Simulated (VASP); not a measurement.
Input of a VASP 6.6.1 run:

The input INCAR:

```
ALGO = Normal
EDIFF = 1E-6
ENCUT = 520
GGA = PE
ISIF = 2
ISMEAR = 0
LASPH = True
LCHARG = False
LREAL = False
LWAVE = False
NBANDS = 35
NELM = 80
PREC = Accurate
SIGMA = 0.01
```

Contents of KPOINTS:

```
k-points
0
Gamma
  5 5 8
```

The input POSCAR:

```
SnO2
1.0
    4.7372700000      0.0000000000      0.0000000000
    0.0000000000      4.7372700000      0.0000000000
    0.0000000000      0.0000000000      3.1863830000
Sn O
2 4
Direct
    0.0000000000      0.0000000000      0.0000000000
    0.5000000000      0.5000000000      0.5000000000
    0.3054018543      0.3054018543      0.0000000000
    0.1945981457      0.8054018543      0.5000000000
    0.6945981457      0.6945981457      0.0000000000
    0.8054018543      0.1945981457      0.5000000000
```

Potentials or basis: VASP PAW PBE potentials, release 64 (Sn_d, O).

Command:

```console
$ cat potpaw_PBE.64/Sn_d/POTCAR potpaw_PBE.64/O/POTCAR > POTCAR
$ mpirun -np 1 vasp_std > vasp.out
```

Task: Predict the band gap on the k mesh.

Result: 1.24 eV.

Task: What does it give for the pressure?

Result: 11.5 GPa.

Task: Predict the largest force.

Result: 0.016 eV/Å.

Forces on the atoms (eV/Å):
```
Sn   0.000  0.000  0.000
Sn   0.000  0.000  0.000
O   -0.012 -0.012  0.000
O    0.012 -0.012  0.000
O    0.012  0.012  0.000
O   -0.012  0.012  0.000
```

Caveat: the cell stands under pressure; spin-orbit coupling is left out, which moves the levels of the heavy elements.
